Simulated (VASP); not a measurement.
Wanted: the native input for a VASP 6.6.1 run.

- Task: single point
- Functional: PBEsol
- Dispersion: D3(BJ)
- Potentials or basis: VASP PAW PBE potentials, release 64 (Al)
- Cutoff: 520 eV
- k mesh: 11 × 11 × 11
- Occupations: fermi-dirac, width 0.05 eV
- Spin: no spin polarisation
- Dipole correction: no
- Further INCAR settings: ALGO = Normal; EDIFF = 1e-07; NBANDS = 8

The structure of Al lies in POSCAR:

```
Al
1.0
    0.0000000000      1.9856534960      1.9856534960
    1.9856534960      0.0000000000      1.9856534960
    1.9856534960      1.9856534960      0.0000000000
Al
1
Direct
    0.0000000000      0.0000000000      0.0000000000
```

One way to write it, as run:

INCAR

```
SYSTEM = Al
PREC = Accurate
ENCUT = 520
EDIFF = 1E-7
ISMEAR = -1
SIGMA = 0.05
LREAL = .False.
LASPH = .True.
NELM = 60
ALGO = Normal
ISIF = 2
LWAVE = .False.
LCHARG = .False.
GGA = PS
IVDW = 12
NBANDS = 8
```

KPOINTS

```
regular mesh
0
Gamma
  11 11 11
  0 0 0
```

Potentials or basis: VASP PAW PBE potentials, release 64 (Al).

Command:

```sh
$ cat potpaw_PBE.64/Al/POTCAR > POTCAR
$ mpirun -np 1 vasp_std > vasp.out
```

It gave:

```
Pressure                   : -0.3 GPa
Dispersion energy per atom : -0.335 eV
```

Caveat: three body term missing; the PAW data sets were made with another functional, which shifts forces and pressure a little; pairwise dispersion overbinds metals, which lowers pressure and volume.

Wall time 5.5 s on 1 thread of AMD EPYC 7R13 Processor (Zen 3), with other jobs on the host, peak memory 0.11 GiB.
